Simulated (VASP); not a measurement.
# Ta5NbIn2IrAu7 (P1) in VASP: further runs

Runs on Ta5NbIn2IrAu7. Level: PBE. Tasks: single point.

Program: VASP 6.6.1. These are calculated values, not measurements. Logs are shortened: lines on timing, memory, paths and dates and some standing lists are left out, and cuts for length are marked.

### Step 1. The cell of the first run

The typed cell holds 16 atoms: a = 5.998 Å, b = 5.900 Å, c = 9.431 Å, α = 90.13°, β = 90.39°, γ = 119.49°.

### Step 2. Single point, PBE

File INCAR:

```
ALGO = Fast
EDIFF = 1E-6
ENCUT = 520
GGA = PE
ISIF = 2
ISMEAR = 0
ISYM = 0
LASPH = T
LCHARG = T
LELF = T
LREAL = Auto
LVHAR = T
LWAVE = F
NBANDS = 104
NELM = 100
PREC = Accurate
SIGMA = 0.1
```

File KPOINTS:

```
Automatic mesh
0
Gamma
  3 3 2
  0 0 0.5
```

File POSCAR:

```
Ta5NbIn2IrAu7
1.0
    3.0469294109     -5.1669915727     -0.0204003258
    2.9489342467      5.1104140381     -0.0067411272
   -0.0434263247      0.0126178272      9.4304965209
Nb In Ta Ir Au
1 2 5 1 7
Direct
    0.8294117035      0.7020178226      0.6221482383
    0.3423753690      0.1863280996      0.6271577617
    0.6382163858      0.8148951344      0.8723635652
    0.3503450213      0.1414861794      0.1262348950
    0.8616890471      0.1681229803      0.1330097319
    0.8703647654      0.2506657267      0.6184153204
    0.1410759362      0.7942041825      0.3809527582
    0.1281107423      0.7905735933      0.8674335098
    0.3165541600      0.6800262818      0.6269459661
    0.3435577202      0.6579821414      0.1278478459
    0.8475364775      0.6680529273      0.1254390536
    0.6675050530      0.3437153479      0.3687535432
    0.6665963098      0.3132184889      0.8815328002
    0.1792539750      0.3197716803      0.3700479218
    0.1573656644      0.3047910614      0.8831869880
    0.6530191673      0.8573520877      0.3867565267
```

Potentials or basis: VASP PAW PBE potentials, release 64 (Nb_sv, In_d, Ta_pv, Ir, Au).

Started as:

```bash
$ cat potpaw_PBE.64/Nb_sv/POTCAR potpaw_PBE.64/In_d/POTCAR potpaw_PBE.64/Ta_pv/POTCAR potpaw_PBE.64/Ir/POTCAR potpaw_PBE.64/Au/POTCAR > POTCAR
$ mpirun -np 1 vasp_std > vasp.out
```

OUTCAR:

```text
EDIFF = 1E-6
   ENCUT = 520
   GGA = PE
   ISIF = 2
   ISMEAR = 0
   ISYM = 0
   LASPH = T
   LREAL = Auto
   NELM = 100
   PREC = Accurate

 ion  position               nearest neighbor table
   1  0.829  0.702  0.622-   6 2.79  16 2.80   8 2.80   7 2.83   3 2.85   9 2.99   2 3.00  12 3.01
                             2 3.01   9 3.02   6 3.12  13 3.17
   2  0.342  0.186  0.627-  14 2.86  15 2.89   9 2.91  13 2.93  12 2.98   9 2.99   1 3.00   6 3.00
                             1 3.01   6 3.04   8 3.06   7 3.06   3 3.96
   3  0.638  0.815  0.872-   1 2.85   9 2.85  13 2.86  10 2.87  15 2.97   8 2.99  11 3.01   8 3.01
                            15 3.03  13 3.05   5 3.06   6 3.29   2 3.96
   4  0.350  0.141  0.126-  12 2.82  10 2.83  13 2.85  14 2.92  15 2.93  11 2.93   5 2.99   7 3.01
                             5 3.01   8 3.04  10 3.07  11 3.07
   5  0.862  0.168  0.133-  14 2.77  15 2.83  16 2.91  11 2.91  10 2.91  12 2.93  13 2.95   4 2.99
                            11 2.99   4 3.01   3 3.06  10 3.08
   6  0.870  0.251  0.618-   9 2.63   1 2.79  12 2.82  13 2.88  14 2.90  15 2.95  16 2.97   2 3.00
                             2 3.04   1 3.12   3 3.29   9 3.37   7 3.59
   7  0.141  0.794  0.381-   9 2.76  12 2.78   1 2.83  11 2.85  16 2.91  14 2.92  10 2.97  14 3.00
                             4 3.01   2 3.06  16 3.13  12 3.23   6 3.59
   8  0.128  0.791  0.867-   9 2.76   1 2.80  13 2.82  11 2.85  15 2.95  15 2.96   3 2.99   3 3.01
                             4 3.04  10 3.05   2 3.06  13 3.19
   9  0.317  0.680  0.627-   6 2.63   8 2.76   7 2.76   3 2.85  16 2.88   2 2.91   1 2.99   2 2.99
                             1 3.02  14 3.05  15 3.10   6 3.37
  10  0.344  0.658  0.128-   4 2.83   3 2.87  14 2.88   5 2.91  15 2.93  16 2.93   7 2.97  11 2.99
                            11 3.01   8 3.05   4 3.07   5 3.08
  11  0.848  0.668  0.125-   7 2.85  12 2.85   8 2.85   5 2.91  13 2.93   4 2.93   5 2.99  10 2.99
                            10 3.01   3 3.01   4 3.07  16 3.16
  12  0.668  0.344  0.369-   7 2.78   6 2.82   4 2.82  16 2.83  11 2.85  14 2.86   5 2.93   2 2.98
                             1 3.01  16 3.08  14 3.14   7 3.23
  13  0.667  0.313  0.882-   8 2.82   4 2.85   3 2.86   6 2.88  11 2.93   2 2.93   5 2.95  15 2.97
                            15 3.03   3 3.05   1 3.17   8 3.19
  14  0.179  0.320  0.370-   5 2.77   2 2.86  12 2.86  10 2.88   6 2.90   7 2.92   4 2.92  16 2.99
                             7 3.00  16 3.05   9 3.05  12 3.14
  15  0.157  0.305  0.883-   5 2.83   2 2.89  10 2.93   4 2.93   6 2.95   8 2.95   8 2.96  13 2.97
                             3 2.97  13 3.03   3 3.03   9 3.10
  16  0.653  0.857  0.387-   1 2.80  12 2.83   9 2.88   7 2.91   5 2.91  10 2.93   6 2.97  14 2.99
                            14 3.05  12 3.08   7 3.13  11 3.16

IMPORTANT INFORMATION: All symmetrisations will be switched off!
NOSYMM: (Re-)initialisation of all symmetry stuff for point group C_1.

----------------------------------------------------------------------------------------

                                     Primitive cell

  volume of cell :     290.5300

  direct lattice vectors                    reciprocal lattice vectors
     3.046929411 -5.166991573 -0.020400326     0.165882456 -0.095720315  0.000891941
     2.948934247  5.110414038 -0.006741127     0.167717763  0.098899161  0.000639995
    -0.043426325  0.012617827  9.430496521     0.000478730 -0.000136370  0.106041342

  length of vectors
     5.998499556  5.900219511  9.430604948     0.191520661  0.194706707  0.106042511

  position of ions in fractional coordinates (direct lattice)
     0.829411704  0.702017823  0.622148238
     0.342375369  0.186328100  0.627157762
     0.638216386  0.814895134  0.872363565
     0.350345021  0.141486179  0.126234895
     0.861689047  0.168122980  0.133009732
     0.870364765  0.250665727  0.618415320
[... 8 lines left out ...]
     0.157365664  0.304791061  0.883186988
     0.653019167  0.857352088  0.386756527

  ion indices of the primitive-cell ions
   primitive index   ion index
                 1           1
                 2           2
                 3           3
                 4           4
                 5           5
                 6           6
[... 8 lines left out ...]
                15          15
                16          16

----------------------------------------------------------------------------------------

 KPOINTS: Automatic mesh

Automatic generation of k-mesh.
 Grid dimensions read from file:
 generate k-points for:    3    3    2

 Generating k-lattice:

  Cartesian coordinates                     Fractional coordinates (reciprocal lattice)
     0.055294152 -0.031906772  0.000297314     0.333333333  0.000000000  0.000000000
     0.055905921  0.032966387  0.000213332     0.000000000  0.333333333 -0.000000000
     0.000239365 -0.000068185  0.053020671     0.000000000  0.000000000  0.500000000

  Length of vectors
     0.063840220  0.064902236  0.053021255

  Shift w.r.t. Gamma in fractional coordinates (k-lattice)
     0.000000000  0.000000000  0.500000000

 Subroutine IBZKPT returns following result:
 ===========================================

 Found      9 irreducible k-points:

 Following reciprocal coordinates:
            Coordinates               Weight
 -0.000000 -0.000000  0.250000      2.000000
  0.333333  0.000000  0.250000      2.000000
 -0.333333 -0.000000  0.250000      2.000000
  0.000000  0.333333  0.250000      2.000000
  0.333333  0.333333  0.250000      2.000000
 -0.333333  0.333333  0.250000      2.000000
  0.000000 -0.333333  0.250000      2.000000
  0.333333 -0.333333  0.250000      2.000000
 -0.333333 -0.333333  0.250000      2.000000
   k-points           NKPTS =      9   k-points in BZ     NKDIM =      9   number of bands    NBANDS=    104
   number of dos      NEDOS =    301   number of ions     NIONS =     16
   total plane-waves  NPLWV = 161280
   dimension x,y,z NGX =    48 NGY =   48 NGZ =   70
   dimension x,y,z NGXF=    96 NGYF=   96 NGZF=  140
   ions per type =               1   2   5   1   7
   NGX,Y,Z   is equivalent  to a cutoff of  13.30, 13.52, 12.34 a.u.
   NGXF,Y,Z  is equivalent  to a cutoff of  26.61, 27.05, 24.68 a.u.
 SYSTEM =  unknown system
   PREC   = accura    normal or accurate (medium, high low for compatibility)
   ISTART =      0    job   : 0-new  1-cont  2-samecut
   ICHARG =      2    charge: 1-file 2-atom 10-const
   ISPIN  =      1    spin polarized calculation?
   LNONCOLLINEAR =      F non collinear calculations
   LSORBIT =      F    spin-orbit coupling
   LASPH  =      T    aspherical Exc in radial PAW
   ENCUT  =  520.0 eV  38.22 Ry    6.18 a.u.  11.15 10.97 17.53*2*pi/ulx,y,z
   NELM   =    100;   NELMIN=  2; NELMDL= -5     # of ELM steps
   EDIFF  = 0.1E-05   stopping-criterion for ELM
   LREAL  =      T    real-space projection
   EDIFFG = 0.1E-04   stopping-criterion for IOM
   NSW    =      0    number of steps for IOM
   IBRION =     -1    ionic relax: 0-MD 1-quasi-New 2-CG
   NFREE  =      0    steps in history (QN), initial steepest desc. (CG)
   ISIF   =      2    stress and relaxation
   ISYM   =      0    0-nonsym 1-usesym 2-fastsym
   POTIM  = 0.5000    time-step for ionic-motion
   TEBEG  =    0.0;   TEEND  =   0.0 temperature during run
   PSTRESS=    0.0 pullay stress
   NELECT =     180.0000    total number of electrons
   NUPDOWN=      -1.0000    fix difference up-down
   EMIN   =  10.00;   EMAX   =-10.00  energy-range for DOS
   EFERMI =   0.00;   METHOD = LEGACY
   ISMEAR =     0;   SIGMA  =   0.10  broadening in eV -4-tet -1-fermi 0-gaus
   EFERMI_NEDOS =   21; number of points for ismear=-14 and -15
   IALGO  =     68    algorithm
   IMIX   =      4    mixing-type and parameters
     AMIX     =   0.40;   BMIX     =  1.00
     AMIX_MAG =   1.60;   BMIX_MAG =  1.00
  volume/ion in A,a.u.               =      18.16       122.54
  Fermi-wavevector in a.u.,A,eV,Ry     =   1.395625  2.637348 26.501001  1.947769
  Thomas-Fermi vector in A             =   2.519058
   LORBIT       =      0    0 simple, 1 ext, 2 COOP (PROOUT), +10 PAW based schemes
   GGA     = PE    functional components
   LHFCALC =     F    Hartree Fock is set to
   AEXX    =    0.0000 exact exchange contribution
   IVDW    =     0    specifies the selected vdW correction
   LEPSILON=     F    determine dielectric tensor
   LRPA    =     F    only Hartree local field effects (RPA)
 non-spin polarized calculation
 RMM-DIIS sequential band-by-band and
 Gauss-broadening in eV      SIGMA  =   0.10
  energy-cutoff  :      520.00
  volume of cell :      290.53
 maximum number of plane-waves:      7843
 NGX is ok and might be reduce to    48
   NGX = 23   NGY = 21   NGZ = 35

 number of electron     180.0000006 magnetization

 Free energy of the ion-electron system (eV)
  ---------------------------------------------------
  ext. energy  EPLUGINS =         0.00000000
  ---------------------------------------------------
  free energy    TOTEN  =      -105.83795152 eV

  energy without entropy =     -105.77669336  energy(sigma->0) =     -105.80732244

 E-fermi :   8.5811     XC(G=0): -12.4203

 val. band max:        8.5566076548   @ k =   0.3333   0.0000   0.2500
 cond. band min:       8.5879689976   @ k =  -0.0000  -0.0000   0.2500
 fundamental gap:      0.0313613428
 Fermi energy:         8.5810575582

 k-point     1 :      -0.0000   -0.0000    0.2500
  band No.  band energies     occupation
      1     -46.0218      2.00000
      2     -26.6370      2.00000
      3     -26.5924      2.00000
      4     -26.5738      2.00000
      5     -26.5274      2.00000
      6     -26.4722      2.00000
[... 94 lines left out ...]
    101      10.8500      0.00000
    102      11.0305      0.00000

 k-point     2 :       0.3333    0.0000    0.2500
  band No.  band energies     occupation
      1     -46.0217      2.00000
      2     -26.6362      2.00000
      3     -26.5924      2.00000
      4     -26.5742      2.00000
      5     -26.5294      2.00000
      6     -26.4733      2.00000
[... 724 lines left out ...]
    101      10.3887      0.00000
    102      10.5962      0.00000

 k-point     9 :      -0.3333   -0.3333    0.2500
  band No.  band energies     occupation
      1     -46.0218      2.00000
      2     -26.6363      2.00000
      3     -26.5941      2.00000
      4     -26.5742      2.00000
      5     -26.5293      2.00000
      6     -26.4735      2.00000
[... 94 lines left out ...]
    101      10.3468      0.00000
    102      10.5250      0.00000
 [bands above 102 left out]

------------------------ aborting loop because EDIFF is reached ----------------------------------------

  FORCE on cell =-STRESS in cart. coord.  units (eV):
  Direction    XX          YY          ZZ          XY          YZ          ZX
  --------------------------------------------------------------------------------------
  -------------------------------------------------------------------------------------
  Total       -0.2390299     -0.3415062     -0.3470652     -0.0255484      0.0305656     -0.0142334
  in kB       -1.3181712     -1.8832946     -1.9139505     -0.1408910      0.1685595     -0.0784928
  external PRESSURE =      -1.7051388 kB  Pullay stress =       0.0000000 kB

 VOLUME and BASIS-vectors are now :
 -----------------------------------------------------------------------------
  energy-cutoff  :      520.00
  volume of cell :      290.53
      direct lattice vectors                 reciprocal lattice vectors
     3.046929411 -5.166991573 -0.020400326     0.165882456 -0.095720315  0.000891941
     2.948934247  5.110414038 -0.006741127     0.167717763  0.098899161  0.000639995
    -0.043426325  0.012617827  9.430496521     0.000478730 -0.000136370  0.106041342

 POSITION                                       TOTAL-FORCE (eV/Angst)
 -----------------------------------------------------------------------------------
      4.57035     -0.69011      5.84551        -0.000752     -0.009834     -0.022487
      1.56543     -0.80892      5.90617        -0.002474     -0.011756     -0.020017
      4.30979      0.87780      8.20831         0.010660      0.004524      0.019050
      1.47923     -1.08558      1.18236         0.002640      0.002163     -0.003300
      3.11551     -3.59148      1.23564         0.003238     -0.003789      0.001205
      3.36428     -3.20836      5.81252         0.001689      0.005218      0.001075
[... 8 lines left out ...]
      1.33994      0.75565      8.32363         0.002251      0.001686      0.002275
      4.50118      1.01216      3.62820        -0.003683     -0.008313      0.008280
 -----------------------------------------------------------------------------------
    total drift:                               -0.000209     -0.002752      0.006742

  FREE ENERGIE OF THE ION-ELECTRON SYSTEM (eV)
  ---------------------------------------------------
  free  energy   TOTEN  =      -105.8379515197 eV

  energy  without entropy=     -105.7766933618  energy(sigma->0) =     -105.80732244
```

Run time: 18 min. Hardware: 1 thread of AMD EPYC 9R45 (Zen 5), shared host; peak memory 0.5 GiB.

Results:

- Free energy: -105.8380 eV
- Pressure: -0.2 GPa
- Largest force: 0.026 eV/Å
- Band gap on the k mesh: zero (bands 90 and 91 overlap by 0.27 eV)

Forces in eV/Å, atoms in the order of the input:
```
Nb  -0.001 -0.010 -0.022
In  -0.002 -0.012 -0.020
In   0.011  0.005  0.019
Ta   0.003  0.002 -0.003
Ta   0.003 -0.004  0.001
Ta   0.002  0.005  0.001
Ta  -0.005  0.001  0.004
Ta  -0.015  0.021 -0.001
Ir   0.004 -0.008 -0.012
Au  -0.009  0.000  0.010
Au   0.002  0.009  0.002
Au  -0.001  0.001  0.002
Au   0.004 -0.002  0.003
Au   0.007 -0.001  0.006
Au   0.002  0.002  0.002
Au  -0.004 -0.008  0.008
```

Caveat: the k points lie up to 0.41 Å⁻¹ apart; spin-orbit coupling is left out, which moves the levels of the heavy elements.

### Step 3. Single point, PBE

File INCAR:

```
SYSTEM = Ta5NbIn2IrAu7
  PREC = Accurate
  ENCUT = 520
  EDIFF = 1E-6
  ISMEAR = 0
  SIGMA = 0.1
  LREAL = Auto
  LASPH = .True.
  NELM = 100
  ALGO = Fast
  ISIF = 2
  LWAVE = .False.
  LCHARG = .False.
  GGA = PE
  ISYM = 0
  NBANDS = 104
```

KPOINTS is that of step 2.

File POSCAR:

```
Ta5NbIn2IrAu7
1.0
    2.8509301888     -5.1196045595      0.0558500108
    3.0835311760      5.2538968025     -0.0303570133
    0.0407887959     -0.0796346378      9.4606594990
Nb In Ta Ir Au
1 2 5 1 7
Direct
    0.1791109493      0.8443009062      0.8674411736
    0.7972473428      0.1555456019      0.1240925069
    0.7921801468      0.6457278721      0.1345362138
    0.2749673569      0.1430526964      0.1255562774
    0.3323107776      0.6642417764      0.6284909554
    0.8318883309      0.6398273125      0.6233668466
    0.1926817807      0.3509970431      0.3863666811
    0.7009037645      0.8568043114      0.8504637858
    0.8571496820      0.2034472029      0.6243744782
    0.3334303869      0.1628459406      0.6216935121
    0.3221663224      0.6676348106      0.1186560490
    0.6521606511      0.3004753175      0.3724405200
    0.6653711255      0.3408825906      0.8779822909
    0.1740169775      0.3475600828      0.8747033181
    0.6885259036      0.8466413356      0.4012370027
    0.1636739138      0.8108483501      0.3738832593
```

Potentials or basis: VASP PAW PBE potentials, release 64 (Nb_sv, In_d, Ta_pv, Ir, Au).

Started as:

```bash
$ cat potpaw_PBE.64/Nb_sv/POTCAR potpaw_PBE.64/In_d/POTCAR potpaw_PBE.64/Ta_pv/POTCAR potpaw_PBE.64/Ir/POTCAR potpaw_PBE.64/Au/POTCAR > POTCAR
$ mpirun -np 1 vasp_std > vasp.out
```

It took 16 min on 1 thread of AMD EPYC 9R45 (Zen 5), shared host; peak memory 0.5 GiB.

It converged, with:

| Item | Value |
| --- | --- |
| Free energy | -105.6384 eV |
| Pressure | -0.2 GPa |
| Largest force | 0.028 eV/Å |
| Band gap on the k mesh | zero (bands 90 and 91 overlap by 0.08 eV) |

Forces in eV/Å, atoms in the order of the input:
```
Nb   0.004  0.002 -0.019
In   0.000  0.004  0.001
In   0.006  0.005  0.009
Ta   0.004  0.008 -0.001
Ta   0.001  0.006 -0.006
Ta   0.001  0.010  0.005
Ta   0.010 -0.001 -0.003
Ta   0.000  0.002  0.006
Ir  -0.001 -0.027 -0.008
Au  -0.010 -0.008  0.011
Au  -0.017 -0.013 -0.006
Au  -0.019 -0.002 -0.003
Au   0.000  0.002  0.008
Au   0.007  0.000 -0.003
Au   0.012  0.006 -0.003
Au   0.003  0.008  0.011
```

Levels at points of the mesh, in eV from the Fermi level:
| k point | band 86 | band 87 | band 88 | band 89 | band 90 | band 91 | band 92 | band 93 | band 94 | band 95 |
| --- | --- | --- | --- | --- | --- | --- | --- | --- | --- | --- |
| (0.00, 0.00, 0.25) | -0.62 | -0.52 | -0.32 | -0.15 | 0.08 | 0.23 | 0.31 | 0.55 | 0.66 | 1.06 |

Caveat: the k points lie up to 0.40 Å⁻¹ apart; spin-orbit coupling is left out, which moves the levels of the heavy elements.

(Part 1 of 2 ends here.)
